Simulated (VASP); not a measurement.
# CoSi (Fd-3m) in VASP: single point with r2SCAN

Aim: the single point of CoSi with r2SCAN.

Program: VASP 6.6.1. These are calculated values, not measurements. Logs are shortened: lines on timing, memory, paths and dates and some standing lists are left out, and cuts for length are marked.

### Step 1. The cell of the first run

The structure is cubic, space group Fd-3m (No. 227). Conventional cell: a = 5.632 Å, b = 5.632 Å, c = 5.632 Å, α = 90.00°, β = 90.00°, γ = 90.00°. Within 3.2 Å of Co (site symmetry -43m) lie 4 Co at 2.44 Å and 10 Si at 2.44 to 2.82 Å. Si (site symmetry -43m) has 10 Co at 2.44 to 2.82 Å and 4 Si at 2.44 Å within 3.2 Å.

### Step 2. Single point, r2SCAN, collinear spin, ferromagnetic start

The input, POSCAR:

```
CoSi
1.0
    0.0000000000      2.8159912711      2.8159912711
    2.8159912711      0.0000000000      2.8159912711
    2.8159912711      2.8159912711      0.0000000000
Co Si
2 2
Direct
    0.5000000000      0.5000000000      0.5000000000
    0.7500000000      0.7500000000      0.7500000000
    0.0000000000      0.0000000000      0.0000000000
    0.2500000000      0.2500000000      0.2500000000
```

The input, INCAR.step1:

```
ALGO = Normal ; EDIFF = 1E-4
ENCUT = 520 ; GGA = PE
ISMEAR = 0 ; ISPIN = 2
LASPH = T ; LCHARG = F
LMAXMIX = 4 ; LREAL = F
LWAVE = T ; MAGMOM = 3 3 0 0
NBANDS = 25 ; NELM = 150
PREC = Accurate ; SIGMA = 0.1
```

The input, INCAR.step2:

```
ALGO = Normal ; EDIFF = 1E-6
ENCUT = 520 ; ISIF = 2
ISMEAR = 0 ; ISPIN = 2
ISTART = 1 ; LASPH = T
LCHARG = T ; LELF = T
LMAXMIX = 4 ; LMIXTAU = T
LORBIT = 11 ; LREAL = F
LVHAR = T ; LWAVE = F
MAGMOM = 3 3 0 0 ; METAGGA = R2SCAN
NBANDS = 25 ; NELM = 150
PREC = Accurate ; SIGMA = 0.1
```

The input, KPOINTS:

```
k-points
0
Gamma
  6 6 6
```

Potentials or basis: VASP PAW PBE potentials, release 64 (Co, Si).

Launch:

```sh
> cat potpaw_PBE.64/Co/POTCAR potpaw_PBE.64/Si/POTCAR > POTCAR
> cp INCAR.step1 INCAR
> mpirun -np 1 vasp_std > vasp.out
> cp INCAR.step2 INCAR
> mpirun -np 1 vasp_std > vasp.out
```

OUTCAR:

```text
EDIFF = 1E-6
   ENCUT = 520
   ISIF = 2
   ISMEAR = 0
   ISPIN = 2
   ISTART = 1
   LASPH = T
   LORBIT = 11
   LREAL = F
   METAGGA = R2SCAN
   NELM = 150
   PREC = Accurate

 ion  position               nearest neighbor table
   1  0.500  0.500  0.500-   2 2.44   4 2.44   4 2.44   4 2.44   4 2.44   2 2.44   2 2.44   2 2.44
                             3 2.82   3 2.82   3 2.82   3 2.82   3 2.82   3 2.82
   2  0.750  0.750  0.750-   1 2.44   3 2.44   1 2.44   1 2.44   1 2.44   3 2.44   3 2.44   3 2.44
                             4 2.82   4 2.82   4 2.82   4 2.82   4 2.82   4 2.82
   3  0.000  0.000  0.000-   2 2.44   4 2.44   2 2.44   2 2.44   2 2.44   4 2.44   4 2.44   4 2.44
                             1 2.82   1 2.82   1 2.82   1 2.82   1 2.82   1 2.82
   4  0.250  0.250  0.250-   1 2.44   3 2.44   3 2.44   3 2.44   3 2.44   1 2.44   1 2.44   1 2.44
                             2 2.82   2 2.82   2 2.82   2 2.82   2 2.82   2 2.82

  LATTYP: Found a face centered cubic cell.
 ALAT       =     5.6319825422

  Lattice vectors:

 A1 = (   0.0000000000,   2.8159912711,   2.8159912711)
 A2 = (   2.8159912711,   0.0000000000,   2.8159912711)
 A3 = (   2.8159912711,   2.8159912711,   0.0000000000)

Analysis of symmetry for initial positions (statically):
=====================================================================
 Subroutine PRICEL returns:
 Original cell was already a primitive cell.

 Routine SETGRP: Setting up the symmetry group for a
 face centered cubic supercell.

 Subroutine GETGRP returns: Found 48 space group operations
 (whereof 24 operations were pure point group operations)
 out of a pool of 48 trial point group operations.

The static configuration has the point symmetry T_d .
 The point group associated with its full space group is O_h .

Analysis of symmetry for dynamics (positions and initial velocities):
=====================================================================
 Subroutine PRICEL returns:
 Original cell was already a primitive cell.

 Routine SETGRP: Setting up the symmetry group for a
 face centered cubic supercell.

 Subroutine GETGRP returns: Found 48 space group operations
 (whereof 24 operations were pure point group operations)
 out of a pool of 48 trial point group operations.

The dynamic configuration has the point symmetry T_d .
 The point group associated with its full space group is O_h .

Analysis of structural, dynamic, and magnetic symmetry:
=====================================================================
 Subroutine PRICEL returns:
 Original cell was already a primitive cell.

 Routine SETGRP: Setting up the symmetry group for a
 face centered cubic supercell.

 Subroutine GETGRP returns: Found 48 space group operations
 (whereof 24 operations were pure point group operations)
 out of a pool of 48 trial point group operations.

The overall configuration has the point symmetry T_d .
 The point group associated with its full space group is O_h .

 Subroutine INISYM returns: Found 48 space group operations
 (whereof 24 operations are pure point group operations),
 and found     1 'primitive' translations

----------------------------------------------------------------------------------------

                                     Primitive cell

  volume of cell :      44.6605

  direct lattice vectors                    reciprocal lattice vectors
     0.000000000  2.815991271  2.815991271    -0.177557369  0.177557369  0.177557369
     2.815991271  0.000000000  2.815991271     0.177557369 -0.177557369  0.177557369
     2.815991271  2.815991271  0.000000000     0.177557369  0.177557369 -0.177557369

  length of vectors
     3.982413047  3.982413047  3.982413047     0.307538384  0.307538384  0.307538384

  position of ions in fractional coordinates (direct lattice)
     0.500000000  0.500000000  0.500000000
     0.750000000  0.750000000  0.750000000
     0.000000000  0.000000000  0.000000000
     0.250000000  0.250000000  0.250000000

  ion indices of the primitive-cell ions
   primitive index   ion index
                 1           1
[... 26 lines left out ...]
 ===========================================

 Found     16 irreducible k-points:

 Following reciprocal coordinates:
            Coordinates               Weight
  0.000000  0.000000  0.000000      1.000000
  0.166667  0.000000  0.000000      8.000000
  0.333333  0.000000  0.000000      8.000000
  0.500000  0.000000  0.000000      4.000000
  0.166667  0.166667  0.000000      6.000000
  0.333333  0.166667  0.000000     24.000000
[... 8 lines left out ...]
 -0.333333  0.333333  0.166667     24.000000
 -0.333333  0.500000  0.166667     12.000000
   k-points           NKPTS =     16   k-points in BZ     NKDIM =     16   number of bands    NBANDS=     25
   number of dos      NEDOS =    301   number of ions     NIONS =      4
   total plane-waves  NPLWV =  27000
   dimension x,y,z NGX =    30 NGY =   30 NGZ =   30
   dimension x,y,z NGXF=    60 NGYF=   60 NGZF=   60
   ions per type =               2   2
   NGX,Y,Z   is equivalent  to a cutoff of  12.52, 12.52, 12.52 a.u.
   NGXF,Y,Z  is equivalent  to a cutoff of  25.05, 25.05, 25.05 a.u.
 SYSTEM =  unknown system
   PREC   = accura    normal or accurate (medium, high low for compatibility)
   ISTART =      1    job   : 0-new  1-cont  2-samecut
   ICHARG =      0    charge: 1-file 2-atom 10-const
   ISPIN  =      2    spin polarized calculation?
   LNONCOLLINEAR =      F non collinear calculations
   LSORBIT =      F    spin-orbit coupling
   LASPH  =      T    aspherical Exc in radial PAW
   ENCUT  =  520.0 eV  38.22 Ry    6.18 a.u.   7.40  7.40  7.40*2*pi/ulx,y,z
   NELM   =    150;   NELMIN=  2; NELMDL=  0     # of ELM steps
   EDIFF  = 0.1E-05   stopping-criterion for ELM
   LREAL  =      F    real-space projection
   EDIFFG = 0.1E-04   stopping-criterion for IOM
   NSW    =      0    number of steps for IOM
   IBRION =     -1    ionic relax: 0-MD 1-quasi-New 2-CG
   NFREE  =      0    steps in history (QN), initial steepest desc. (CG)
   ISIF   =      2    stress and relaxation
   ISYM   =      2    0-nonsym 1-usesym 2-fastsym
   POTIM  = 0.5000    time-step for ionic-motion
   TEBEG  =    0.0;   TEEND  =   0.0 temperature during run
   PSTRESS=    0.0 pullay stress
   NELECT =      26.0000    total number of electrons
   NUPDOWN=      -1.0000    fix difference up-down
   EMIN   =  10.00;   EMAX   =-10.00  energy-range for DOS
   EFERMI =   0.00;   METHOD = LEGACY
   ISMEAR =     0;   SIGMA  =   0.10  broadening in eV -4-tet -1-fermi 0-gaus
   EFERMI_NEDOS =   21; number of points for ismear=-14 and -15
   IALGO  =     38    algorithm
   IMIX   =      4    mixing-type and parameters
     AMIX     =   0.40;   BMIX     =  1.00
     AMIX_MAG =   1.60;   BMIX_MAG =  1.00
  volume/ion in A,a.u.               =      11.17        75.35
  Fermi-wavevector in a.u.,A,eV,Ry     =   1.366967  2.583193 25.423824  1.868598
  Thomas-Fermi vector in A             =   2.493061
   LORBIT       =     11    0 simple, 1 ext, 2 COOP (PROOUT), +10 PAW based schemes
   METAGGA = R2SCAN    functional components
   LHFCALC =     F    Hartree Fock is set to
   AEXX    =    0.0000 exact exchange contribution
   IVDW    =     0    specifies the selected vdW correction
   LEPSILON=     F    determine dielectric tensor
   LRPA    =     F    only Hartree local field effects (RPA)
 spin polarized calculation
 Gauss-broadening in eV      SIGMA  =   0.10
  energy-cutoff  :      520.00
  volume of cell :       44.66
 maximum number of plane-waves:      1243
 NGX is ok and might be reduce to    30
   NGX = 15   NGY = 15   NGZ = 15

 number of electron      26.0000014 magnetization       0.2570354

 Free energy of the ion-electron system (eV)
  ---------------------------------------------------
  ext. energy  EPLUGINS =         0.00000000
  ---------------------------------------------------
  free energy    TOTEN  =       -43.06002913 eV

  energy without entropy =      -43.04594095  energy(sigma->0) =      -43.05298504

 E-fermi :  12.0395     XC(G=0): -13.7619

 val. band max:       11.9865362578   @ k =  -0.3333   0.1667   0.0000
 cond. band min:      12.0692354712   @ k =   0.3333   0.1667   0.0000
 fundamental gap:      0.0826992134
 Fermi energy:        12.0395383670

 spin component 1

 k-point     1 :       0.0000    0.0000    0.0000
  band No.  band energies     occupation
      1      -2.7961      1.00000
      2       7.7407      1.00000
      3       7.7407      1.00000
      4       7.7407      1.00000
      5       8.4611      1.00000
      6       8.4611      1.00000
[... 437 lines left out ...]
     24      26.1447      0.00000
     25      27.1370      0.00000
 Fermi energy:        12.0395383670

 spin component 2

 k-point     1 :       0.0000    0.0000    0.0000
  band No.  band energies     occupation
      1      -2.8165      1.00000
      2       7.8018      1.00000
      3       7.8018      1.00000
      4       7.8018      1.00000
      5       8.5232      1.00000
      6       8.5232      1.00000
[... 437 lines left out ...]
     24      26.1522      0.00000
     25      27.1547      0.00000

------------------------ aborting loop because EDIFF is reached ----------------------------------------

  FORCE on cell =-STRESS in cart. coord.  units (eV):
  Direction    XX          YY          ZZ          XY          YZ          ZX
  --------------------------------------------------------------------------------------
  -------------------------------------------------------------------------------------
  Total       -1.3064067     -1.3064067     -1.3064067      0.0000000      0.0000000      0.0000000
  in kB      -46.8667751    -46.8667751    -46.8667751      0.0000000      0.0000000      0.0000000
  external PRESSURE =     -46.8667751 kB  Pullay stress =       0.0000000 kB

 VOLUME and BASIS-vectors are now :
 -----------------------------------------------------------------------------
  energy-cutoff  :      520.00
  volume of cell :       44.66
      direct lattice vectors                 reciprocal lattice vectors
     0.000000000  2.815991271  2.815991271    -0.177557369  0.177557369  0.177557369
     2.815991271  0.000000000  2.815991271     0.177557369 -0.177557369  0.177557369
     2.815991271  2.815991271  0.000000000     0.177557369  0.177557369 -0.177557369

 POSITION                                       TOTAL-FORCE (eV/Angst)
 -----------------------------------------------------------------------------------
      2.81599      2.81599      2.81599         0.000000     -0.000000     -0.000000
      4.22399      4.22399      4.22399        -0.000000      0.000000      0.000000
      0.00000      0.00000      0.00000         0.000000      0.000000      0.000000
      1.40800      1.40800      1.40800        -0.000000     -0.000000     -0.000000
 -----------------------------------------------------------------------------------
    total drift:                                0.000000     -0.000000      0.000000

  FREE ENERGIE OF THE ION-ELECTRON SYSTEM (eV)
  ---------------------------------------------------
  free  energy   TOTEN  =       -43.0600291269 eV

  energy  without entropy=      -43.0459409505  energy(sigma->0) =      -43.05298504

 total charge

# of ion       s       p       d       tot
------------------------------------------
    1        0.445   0.536   7.523   8.504
    2        0.445   0.536   7.523   8.504
    3        0.724   0.860   0.000   1.584
    4        0.724   0.860   0.000   1.584
--------------------------------------------------
tot          2.339   2.791  15.045  20.176

 magnetization (x)

# of ion       s       p       d       tot
------------------------------------------
    1       -0.001  -0.001   0.145   0.143
    2       -0.001  -0.001   0.145   0.143
    3       -0.001  -0.001   0.000  -0.002
    4       -0.001  -0.001   0.000  -0.002
--------------------------------------------------
tot         -0.004  -0.003   0.290   0.283
```

It took 87 s on 1 thread of Intel Xeon 6975P-C (Granite Rapids), shared host; peak memory 0.2 GiB.

Results:

* Free energy: -43.0600 eV
* Pressure: -4.7 GPa
* Net moment: 0.26 μB per cell
* Site moments: Co +0.14; Si -0.00 μB
* Valence electrons inside the program's atomic spheres: Co 8.50; Si 1.58

Caveat: the cell stands under tension; the PAW data sets were made with another functional, which shifts forces and pressure a little.
